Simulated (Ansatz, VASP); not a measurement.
Na4Pd in VASP and in Ansatz

Contents of INCAR:

```
SYSTEM = Na4Pd
PREC = Accurate
ENCUT = 520
EDIFF = 1E-6
ISMEAR = 0
SIGMA = 0.1
LREAL = .False.
LASPH = .True.
NELM = 150
ALGO = Fast
ISIF = 2
LWAVE = .False.
LCHARG = .False.
ISPIN = 2
MAGMOM = 0 0 0 0 1
LORBIT = 11
LMAXMIX = 4
GGA = PE
NBANDS = 31
```

The input KPOINTS:

```
Automatic mesh
0
Gamma
  4 4 4
  0 0 0
```

POSCAR

```
Na4Pd
1.0
    5.5648200275      0.0000000000      0.0000000000
    0.0000000000      5.5648200275      0.0000000000
    0.0000000000      0.0000000000      5.5648200275
Na Pd
4 1
Direct
    0.5000000000      0.0000000000      0.0000000000
    0.0000000000      0.5000000000      0.0000000000
    0.0000000000      0.0000000000      0.5000000000
    0.5000000000      0.5000000000      0.5000000000
    0.0000000000      0.0000000000      0.0000000000
```

Input for Ansatz:

```yaml
crystal:
  lattice:
    - [5.5648200275, 0.0, 0.0]
    - [0.0, 5.5648200275, 0.0]
    - [0.0, 0.0, 5.5648200275]
  atoms:
    - { symbol: Na, position: [0.5, 0.0, 0.0] }
    - { symbol: Na, position: [0.0, 0.5, 0.0] }
    - { symbol: Na, position: [0.0, 0.0, 0.5] }
    - { symbol: Na, position: [0.5, 0.5, 0.5] }
    - { symbol: Pd, position: [0.0, 0.0, 0.0], spin: 1.0 }
basis:
  ecutwfc: 420
kpoints:
  mp_grid: { grid: [4, 4, 4] }
hamiltonian:
  xc: pbe
scf:
  occupations: { method: gaussian, width: 0.1 }
  lower_state_search: "off"
output:
  forces: true
  stress: true
  eigenvalues: true
  populations: true
magnetization:
  spin_polarized: true
```

Alike in both runs: task single point; functional PBE; k mesh 4 × 4 × 4; occupations gaussian, width 0.1 eV; collinear spin.

```csv
,VASP,Ansatz
version,VASP 6.6.1,Ansatz 0.2.0
potentials or method,"VASP PAW PBE potentials, release 64 (Na_pv, Pd), cutoff 520 eV","scalar-relativistic, plane waves, PAW"
valence electrons in the cell,38,54
```

|  | VASP | Ansatz | Ansatz less VASP |
| --- | --- | --- | --- |
| gap on the k mesh at the Fermi level (eV) | none | none | - |
| pressure (GPa) | 0.1 | 0.0 | -0.01 |
| net moment per atom (μB) | 0.00 | 0.00 | 0.000 |

A gap of «none» marks a metal or a gap that the smearing closes. VASP's potentials hold 38 valence electrons a cell and Ansatz's 54, so a difference there can come from the potentials and not from the codes. Ansatz's warnings: seeded moment not kept.
